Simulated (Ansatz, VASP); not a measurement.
## CdTeS4: VASP beside Ansatz

```
CELL_PARAMETERS angstrom
3.97810 0.00000 0.00000
-1.98905 3.44514 0.00000
0.00000 0.00000 11.50580
ATOMIC_POSITIONS crystal
Cd 0.00000 0.00000 0.50000
Te 0.66667 0.33333 0.00000
S 0.66667 0.33333 0.60342
S 0.00000 0.00000 0.85799
S 0.00000 0.00000 0.14201
S 0.66667 0.33333 0.39658
```

Change from the starting cell: species swapped into the NbWSe4 type (P-6m2, No. 187).

Alike in both runs: task relaxation of cell and atoms; functional PBE; k mesh 12 × 12 × 4; occupations gaussian, width 0.1 eV; no spin polarisation.

|  | VASP | Ansatz |
| --- | --- | --- |
| version | VASP 6.6.1 | Ansatz 0.2.0 |
| potentials or method | VASP PAW PBE potentials, release 64 (Cd, Te, S), cutoff 600 eV | scalar-relativistic, plane waves, PAW |
| valence electrons in the cell | 42 | 60 |

Ansatz gave:

```
relaxed volume (Å³/atom)                                     : 26.28
relaxed cell length with the largest relative difference (Å) : 11.507
```

**Question.** Estimate VASP's values.

**Answer.** Relaxed volume (Å³/atom): 26.30; relaxed cell length with the largest relative difference (Å): 11.491.

VASP's potentials hold 42 valence electrons a cell and Ansatz's 60, so a difference there can come from the potentials and not from the codes.

Spin-orbit coupling is off throughout.
